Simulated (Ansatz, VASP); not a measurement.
# Eu: VASP beside Ansatz

File INCAR:

```
ALGO     = Normal         # electronic algorithm
EDIFF    = 1E-7           # SCF threshold, eV
ENCUT    = 520            # plane-wave cutoff, eV
GGA      = PS             # functional
ISIF     = 2              # what is computed and relaxed
ISMEAR   = -1             # smearing method
ISPIN    = 2              # spin polarisation
LASPH    = True           # aspherical terms in the spheres
LCHARG   = False          # write CHGCAR
LMAXMIX  = 6              # l up to which the mixer works
LORBIT   = 11             # projections on sites
LREAL    = False          # projectors in reciprocal space
LWAVE    = False          # write WAVECAR
MAGMOM   = 7              # initial moments
NBANDS   = 18             # bands
NELM     = 150            # most SCF steps
PREC     = Accurate       # precision mode
SIGMA    = 0.05           # smearing width, eV
```

KPOINTS

```
k-points
0
Gamma
  13 13 13
```

File POSCAR:

```
Eu
1.0
   -2.2755000000      2.2755000000      2.2755000000
    2.2755000000     -2.2755000000      2.2755000000
    2.2755000000      2.2755000000     -2.2755000000
Eu
1
Direct
    0.0000000000      0.0000000000      0.0000000000
```

Input for Ansatz:

```yaml
crystal:
  lattice:
    - [-2.2755, 2.2755, 2.2755]
    - [2.2755, -2.2755, 2.2755]
    - [2.2755, 2.2755, -2.2755]
  atoms:
    - { symbol: Eu, position: [0.0, 0.0, 0.0], spin: 7.0 }
magnetization:
  spin_polarized: true
kpoints:
  mp_grid: { grid: [13, 13, 13] }
  band_path:
    path:
      - [0.0, 0.0, 0.0]
      - [0.5, -0.5, 0.5]
      - [0.0, 0.0, 0.5]
      - [0.0, 0.0, 0.0]
      - [0.25, 0.25, 0.25]
      - [0.5, -0.5, 0.5]
      - [0.25, 0.25, 0.25]
      - [0.0, 0.0, 0.5]
    npoints: 5
scf:
  occupations: { method: fermi_dirac, width: 0.05 }
hamiltonian:
  xc: pbesol
  pseudopotentials: { kind: all_electron, lapw: { basis_error: 0.00025 } }
output:
  forces: true
  stress: true
  eigenvalues: true
```

Alike in both runs: task single point; functional PBEsol; k mesh 13 × 13 × 13; occupations fermi-dirac, width 0.05 eV; collinear spin.

|  | VASP | Ansatz |
| --- | --- | --- |
| version | VASP 6.6.1 | Ansatz 0.2.0 |
| potentials or method | VASP PAW PBE potentials, release 64 (Eu), cutoff 520 eV | all-electron LAPW, scalar-relativistic |

```tsv
	VASP	Ansatz	Ansatz less VASP
pressure (GPa)	-2.6	-2.3	+0.34
net moment per atom (μB)	7.36	7.35	-0.005
size of the moment on the site where the two differ most (μB)	6.71	7.18	+0.472
```

VASP's potentials were made for PBE, not for PBEsol. Site moments also hang on the region over which each program counts them. Ansatz ran all-electron here, and VASP with PAW potentials.

Neither program's run includes spin-orbit coupling.
